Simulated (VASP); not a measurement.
A run of VASP 6.6.1 is set up as follows.

The input INCAR:

```
PREC = Accurate
ENCUT = 600
EDIFF = 1E-6
ISMEAR = 0
SIGMA = 0.1
LREAL = False
LASPH = True
NELM = 200
ALGO = Normal
ISIF = 2
LWAVE = False
LCHARG = False
ISPIN = 2
MAGMOM = 4
LORBIT = 11
LMAXMIX = 4
GGA = PS
NBANDS = 14
GGA_COMPAT = False
```

File KPOINTS:

```
regular mesh
0
Gamma
  12 12 12
```

File POSCAR:

```
Fe
1.0
   -1.4390000000      1.4390000000      1.4390000000
    1.4390000000     -1.4390000000      1.4390000000
    1.4390000000      1.4390000000     -1.4390000000
Fe
1
Direct
    0.0000000000      0.0000000000      0.0000000000
```

Potentials or basis: VASP PAW PBE potentials, release 64 (Fe).

Run with:

```bash
$ cat potpaw_PBE.64/Fe/POTCAR > POTCAR
$ mpirun -np 1 vasp_std > vasp.out
```

(1) Predict the pressure.

(2) Estimate the net moment.

(3) What does it give for the site moments?

## Answers

(1) -16.1 GPa.

(2) 2.31 μB per cell.

(3) Fe +2.31 μB.

Caveat: the cell stands under tension; the PAW data sets were made with another functional, which shifts forces and pressure a little.
